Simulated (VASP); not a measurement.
Set up this calculation in VASP 6.6.1, as the native input.

```
Task                   : single point
Functional             : r2SCAN
Potentials or basis    : VASP PAW PBE potentials, release 64 (Sr_sv, Cl)
Cutoff                 : 520 eV
k mesh                 : 6 × 6 × 6
Occupations            : gaussian, width 0.01 eV
Spin                   : no spin polarisation
Dipole correction      : no
Further INCAR settings : ALGO = Normal; EDIFF = 1e-07; NBANDS = 19
```

SrCl2:

```
CELL_PARAMETERS angstrom
4.24330 0.00000 0.00000
-2.12165 3.67480 0.00000
0.00000 0.00000 5.59607
ATOMIC_POSITIONS crystal
Sr 0.00000 0.00000 0.00000
Cl 0.33333 0.66667 0.26216
Cl 0.66667 0.33333 0.73784
```

This cell differs from its parent crystal: biaxial xy strain -3.7%.

One way to write it, as run:

POSCAR

```
SrCl2
1.0
    4.2432992462      0.0000000000      0.0000000000
   -2.1216496231      3.6748049431      0.0000000000
    0.0000000000      0.0000000000      5.5960650195
Sr Cl
1 2
Direct
    0.0000000000      0.0000000000      0.0000000000
    0.3333333333      0.6666666667      0.2621599771
    0.6666666667      0.3333333333      0.7378400229
```

INCAR.step1

```
  ALGO = Normal
  EDIFF = 1E-4
  ENCUT = 520
  GGA = PE
  ISMEAR = 0
  LASPH = True
  LCHARG = False
  LREAL = False
  LWAVE = True
  NBANDS = 19
  NELM = 100
  PREC = Accurate
  SIGMA = 0.01
```

INCAR.step2

```
  ALGO = Normal
  EDIFF = 1E-7
  ENCUT = 520
  ISIF = 2
  ISMEAR = 0
  ISTART = 1
  LASPH = True
  LCHARG = False
  LMIXTAU = True
  LREAL = False
  LWAVE = False
  METAGGA = R2SCAN
  NBANDS = 19
  NELM = 100
  PREC = Accurate
  SIGMA = 0.01
```

KPOINTS

```
k-points
0
Gamma
  6 6 6
```

Potentials or basis: VASP PAW PBE potentials, release 64 (Sr_sv, Cl).

Command:

```console
$ cat potpaw_PBE.64/Sr_sv/POTCAR potpaw_PBE.64/Cl/POTCAR > POTCAR
$ cp INCAR.step1 INCAR
$ mpirun -np 1 vasp_std > vasp.out
$ cp INCAR.step2 INCAR
$ mpirun -np 1 vasp_std > vasp.out
```

It gave:

* Pressure: 2.8 GPa
* Largest force: 0.014 eV/Å
* Band gap on the k mesh: 5.77 eV (least direct gap 6.08 eV)

Caveat: the cell differs from its parent crystal (biaxial xy strain -3.7%); the PAW data sets were made with another functional, which shifts forces and pressure a little.

Run time: 2.4 min on 1 thread of Intel(R) Xeon(R) Platinum 8375C CPU @ 2.90GHz (Ice Lake), on a shared host, peak memory 0.24 GiB.
